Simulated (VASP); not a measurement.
# K (I4_1/amd) in VASP: single point with LDA

Aim: the single point of K with LDA.

Everything below comes from runs of VASP 6.6.1. Logs are shortened: lines on timing, memory, paths and dates and some standing lists are left out, and cuts for length are marked.

### 1 The cell of the first run

Symmetry: I4_1/amd, No. 141, tetragonal system. The conventional cell has a = 4.416 Å, b = 4.416 Å, c = 16.092 Å, α = 90.00°, β = 90.00°, γ = 90.00°. K (site symmetry -4m2) has 8 K at 4.42 to 4.59 Å within 5.8 Å.

### 2 Single point, LDA

INCAR reads:

```
PREC = Accurate
ENCUT = 520
EDIFF = 1E-6
ISMEAR = -1
SIGMA = 0.01
LREAL = False
LASPH = True
NELM = 100
ALGO = Normal
ISIF = 2
LWAVE = False
LCHARG = False
GGA = CA
NBANDS = 16
```

KPOINTS reads:

```
Automatic mesh
0
Gamma
  7 7 7
```

POSCAR reads:

```
K
1.0
   -2.2081090000      2.2081090000      8.0458680000
    2.2081090000     -2.2081090000      8.0458680000
    2.2081090000      2.2081090000     -8.0458680000
K
2
Direct
    0.2500000000      0.7500000000      0.5000000000
    0.5000000000      0.5000000000      0.0000000000
```

Potentials or basis: VASP PAW LDA potentials, release 64 (K_sv).

The run is started by

```sh
$ cat potpaw_LDA.64/K_sv/POTCAR > POTCAR
$ mpirun -np 1 vasp_std > vasp.out
```

OUTCAR:

```text
PREC = Accurate
   ENCUT = 520
   EDIFF = 1E-6
   ISMEAR = -1
   LREAL = False
   LASPH = True
   NELM = 100
   ISIF = 2
   GGA = CA

 ion  position               nearest neighbor table
   1  0.250  0.750  0.500-
   2  0.500  0.500  0.000-

  LATTYP: Found a body centered tetragonal cell.
 ALAT       =     4.4162180000
 C/A-ratio  =     3.6437820778

  Lattice vectors:

 A1 = (  -2.2081090000,   2.2081090000,   8.0458680000)
 A2 = (   2.2081090000,  -2.2081090000,   8.0458680000)
 A3 = (   2.2081090000,   2.2081090000,  -8.0458680000)

Analysis of symmetry for initial positions (statically):
=====================================================================
 Subroutine PRICEL returns:
 Original cell was already a primitive cell.

 Routine SETGRP: Setting up the symmetry group for a
 body centered tetragonal supercell.

 Subroutine GETGRP returns: Found 16 space group operations
 (whereof  8 operations were pure point group operations)
 out of a pool of 16 trial point group operations.

The static configuration has the point symmetry D_2d.
 The point group associated with its full space group is D_4h.

Analysis of symmetry for dynamics (positions and initial velocities):
=====================================================================
 Subroutine PRICEL returns:
 Original cell was already a primitive cell.

 Routine SETGRP: Setting up the symmetry group for a
 body centered tetragonal supercell.

 Subroutine GETGRP returns: Found 16 space group operations
 (whereof  8 operations were pure point group operations)
 out of a pool of 16 trial point group operations.

The dynamic configuration has the point symmetry D_2d.
 The point group associated with its full space group is D_4h.

 Subroutine INISYM returns: Found 16 space group operations
 (whereof  8 operations are pure point group operations),
 and found     1 'primitive' translations

----------------------------------------------------------------------------------------

                                     Primitive cell

  volume of cell :     156.9184

  direct lattice vectors                    reciprocal lattice vectors
    -2.208109000  2.208109000  8.045868000     0.000000000  0.226438097  0.062143699
     2.208109000 -2.208109000  8.045868000     0.226438097  0.000000000  0.062143699
     2.208109000  2.208109000 -8.045868000     0.226438097  0.226438097  0.000000000

  length of vectors
     8.630613106  8.630613106  8.630613106     0.234810671  0.234810671  0.320231828

  position of ions in fractional coordinates (direct lattice)
     0.250000000  0.750000000  0.500000000
     0.500000000  0.500000000  0.000000000

  ion indices of the primitive-cell ions
   primitive index   ion index
                 1           1
                 2           2

----------------------------------------------------------------------------------------

 KPOINTS: Automatic mesh

Automatic generation of k-mesh.
 Grid dimensions read from file:
 generate k-points for:    7    7    7

 Generating k-lattice:

  Cartesian coordinates                     Fractional coordinates (reciprocal lattice)
     0.000000000  0.032348300  0.008877671     0.142857143  0.000000000  0.000000000
     0.032348300  0.000000000  0.008877671     0.000000000  0.142857143  0.000000000
     0.032348300  0.032348300  0.000000000     0.000000000  0.000000000  0.142857143

  Length of vectors
     0.033544382  0.033544382  0.045747404

  Shift w.r.t. Gamma in fractional coordinates (k-lattice)
     0.000000000  0.000000000  0.000000000

 Subroutine IBZKPT returns following result:
 ===========================================

 Found     40 irreducible k-points:

 Following reciprocal coordinates:
            Coordinates               Weight
  0.000000  0.000000  0.000000      1.000000
  0.142857 -0.000000  0.000000      8.000000
  0.285714  0.000000 -0.000000      8.000000
  0.428571 -0.000000  0.000000      8.000000
  0.142857  0.142857  0.000000      8.000000
  0.285714  0.142857  0.000000     16.000000
[... 16 lines left out ...]
 -0.142857  0.285714  0.142857      8.000000
 -0.428571  0.428571  0.142857      8.000000
 [... further k-points ...]
   k-points           NKPTS =     40   k-points in BZ     NKDIM =     40   number of bands    NBANDS=     16
   number of dos      NEDOS =    301   number of ions     NIONS =      2
   total plane-waves  NPLWV = 262144
   dimension x,y,z NGX =    64 NGY =   64 NGZ =   64
   dimension x,y,z NGXF=   128 NGYF=  128 NGZF=  128
   ions per type =               2
   NGX,Y,Z   is equivalent  to a cutoff of  12.33, 12.33, 12.33 a.u.
   NGXF,Y,Z  is equivalent  to a cutoff of  24.66, 24.66, 24.66 a.u.
 SYSTEM =  unknown system
   PREC   = accura    normal or accurate (medium, high low for compatibility)
   ISTART =      0    job   : 0-new  1-cont  2-samecut
   ICHARG =      2    charge: 1-file 2-atom 10-const
   ISPIN  =      1    spin polarized calculation?
   LNONCOLLINEAR =      F non collinear calculations
   LSORBIT =      F    spin-orbit coupling
   LASPH  =      T    aspherical Exc in radial PAW
   ENCUT  =  520.0 eV  38.22 Ry    6.18 a.u.  16.05 16.05 16.05*2*pi/ulx,y,z
   NELM   =    100;   NELMIN=  2; NELMDL= -5     # of ELM steps
   EDIFF  = 0.1E-05   stopping-criterion for ELM
   LREAL  =      F    real-space projection
   EDIFFG = 0.1E-04   stopping-criterion for IOM
   NSW    =      0    number of steps for IOM
   IBRION =     -1    ionic relax: 0-MD 1-quasi-New 2-CG
   NFREE  =      0    steps in history (QN), initial steepest desc. (CG)
   ISIF   =      2    stress and relaxation
   ISYM   =      2    0-nonsym 1-usesym 2-fastsym
   POTIM  = 0.5000    time-step for ionic-motion
   TEBEG  =    0.0;   TEEND  =   0.0 temperature during run
   PSTRESS=    0.0 pullay stress
   NELECT =      18.0000    total number of electrons
   NUPDOWN=      -1.0000    fix difference up-down
   EMIN   =  10.00;   EMAX   =-10.00  energy-range for DOS
   EFERMI =   0.00;   METHOD = LEGACY
   ISMEAR =    -1;   SIGMA  =   0.01  broadening in eV -4-tet -1-fermi 0-gaus
   EFERMI_NEDOS =   21; number of points for ismear=-14 and -15
   IALGO  =     38    algorithm
   IMIX   =      4    mixing-type and parameters
     AMIX     =   0.40;   BMIX     =  1.00
     AMIX_MAG =   1.60;   BMIX_MAG =  1.00
  volume/ion in A,a.u.               =      78.46       529.47
  Fermi-wavevector in a.u.,A,eV,Ry     =   0.795440  1.503165  8.608754  0.632726
  Thomas-Fermi vector in A             =   1.901769
   LORBIT       =      0    0 simple, 1 ext, 2 COOP (PROOUT), +10 PAW based schemes
   GGA     = CA    functional components
   LHFCALC =     F    Hartree Fock is set to
   AEXX    =    0.0000 exact exchange contribution
   IVDW    =     0    specifies the selected vdW correction
   LEPSILON=     F    determine dielectric tensor
   LRPA    =     F    only Hartree local field effects (RPA)
 non-spin polarized calculation
  energy-cutoff  :      520.00
  volume of cell :      156.92
 maximum number of plane-waves:      4250
   NGX = 33   NGY = 33   NGZ = 33

 number of electron      18.0000000 magnetization

 Free energy of the ion-electron system (eV)
  ---------------------------------------------------
  ext. energy  EPLUGINS =         0.00000000
  ---------------------------------------------------
  free energy    TOTEN  =        -2.16515558 eV

  energy without entropy =       -2.16411537  energy(sigma->0) =       -2.16463548

 E-fermi :  -0.3995     XC(G=0):  -5.6945

 val. band max:       -0.4069661121   @ k =  -0.2857   0.2857   0.2857
 cond. band min:      -0.3823718019   @ k =  -0.4286  -0.4286   0.1429
 fundamental gap:      0.0245943102
 Fermi energy:        -0.3995069303

 k-point     1 :       0.0000    0.0000    0.0000
  band No.  band energies     occupation
      1     -32.3604      2.00000
      2     -32.3567      2.00000
      3     -16.1059      2.00000
      4     -16.0415      2.00000
      5     -16.0415      2.00000
      6     -16.0380      2.00000
[... 8 lines left out ...]
     15       4.3159      0.00000
     16       4.3248      0.00000

 k-point     2 :       0.1429   -0.0000    0.0000
  band No.  band energies     occupation
      1     -32.3597      2.00000
      2     -32.3562      2.00000
      3     -16.1023      2.00000
      4     -16.0554      2.00000
      5     -16.0506      2.00000
      6     -16.0409      2.00000
[... 8 lines left out ...]
     15       3.7931      0.00000
     16       4.2724      0.00000

 k-point     3 :       0.2857    0.0000   -0.0000
  band No.  band energies     occupation
      1     -32.3580      2.00000
      2     -32.3552      2.00000
      3     -16.0963      2.00000
      4     -16.0848      2.00000
      5     -16.0755      2.00000
      6     -16.0397      2.00000
[... 8 lines left out ...]
     15       3.5184      0.00000
     16       4.2328      0.00000

 k-point     4 :       0.4286   -0.0000    0.0000
  band No.  band energies     occupation
      1     -32.3565      2.00000
      2     -32.3545      2.00000
      3     -16.1090      2.00000
      4     -16.1064      2.00000
      5     -16.0777      2.00000
      6     -16.0443      2.00000
[... 8 lines left out ...]
     15       3.4096      0.00000
     16       4.0820      0.00000
[... 324 lines left out ...]
 k-point    22 :      -0.2857    0.2857    0.1429
  band No.  band energies     occupation
      1     -32.3560      2.00000
      2     -32.3539      2.00000
      3     -16.1087      2.00000
      4     -16.1032      2.00000
      5     -16.0785      2.00000
      6     -16.0515      2.00000
[... 8 lines left out ...]
     15       3.2575      0.00000
     16       3.6108      0.00000

 k-point    23 :      -0.1429    0.2857    0.1429
  band No.  band energies     occupation
      1     -32.3567      2.00000
      2     -32.3544      2.00000
      3     -16.1104      2.00000
      4     -16.1048      2.00000
      5     -16.0803      2.00000
      6     -16.0420      2.00000
[... 8 lines left out ...]
     15       3.3712      0.00000
     16       4.0563      0.00000

 k-point    24 :      -0.4286    0.4286    0.1429
  band No.  band energies     occupation
      1     -32.3540      2.00000
      2     -32.3533      2.00000
      3     -16.1051      2.00000
      4     -16.0999      2.00000
      5     -16.0794      2.00000
      6     -16.0770      2.00000
[... 8 lines left out ...]
     15       3.0999      0.00000
     16       3.1829      0.00000

 [... further k-points ...]

------------------------ aborting loop because EDIFF is reached ----------------------------------------

  FORCE on cell =-STRESS in cart. coord.  units (eV):
  Direction    XX          YY          ZZ          XY          YZ          ZX
  --------------------------------------------------------------------------------------
  -------------------------------------------------------------------------------------
  Total       -0.4198856     -0.4198856     -0.5272465      0.0000000     -0.0000000      0.0000000
  in kB       -4.2871403     -4.2871403     -5.3833224      0.0000000     -0.0000000      0.0000000
  external PRESSURE =      -4.6525343 kB  Pullay stress =       0.0000000 kB

 VOLUME and BASIS-vectors are now :
 -----------------------------------------------------------------------------
  energy-cutoff  :      520.00
  volume of cell :      156.92
      direct lattice vectors                 reciprocal lattice vectors
    -2.208109000  2.208109000  8.045868000     0.000000000  0.226438097  0.062143699
     2.208109000 -2.208109000  8.045868000     0.226438097  0.000000000  0.062143699
     2.208109000  2.208109000 -8.045868000     0.226438097  0.226438097  0.000000000

 POSITION                                       TOTAL-FORCE (eV/Angst)
 -----------------------------------------------------------------------------------
      2.20811      0.00000      4.02293        -0.000000     -0.000000      0.000000
      0.00000      0.00000      8.04587         0.000000      0.000000     -0.000000
 -----------------------------------------------------------------------------------
    total drift:                                0.000000     -0.000000      0.000000

  FREE ENERGIE OF THE ION-ELECTRON SYSTEM (eV)
  ---------------------------------------------------
  free  energy   TOTEN  =        -2.1651555802 eV

  energy  without entropy=       -2.1641153725  energy(sigma->0) =       -2.16463548
```

Wall time 5.4 min (1 thread of Intel Xeon 8259CL, shared host); peak memory 0.43 GiB.

What came out:

| Property | Result |
| --- | --- |
| Free energy | -2.1652 eV |
| Pressure | -0.5 GPa |
| Band gap on the k mesh | zero (bands 9 and 10 overlap by 2.31 eV) |
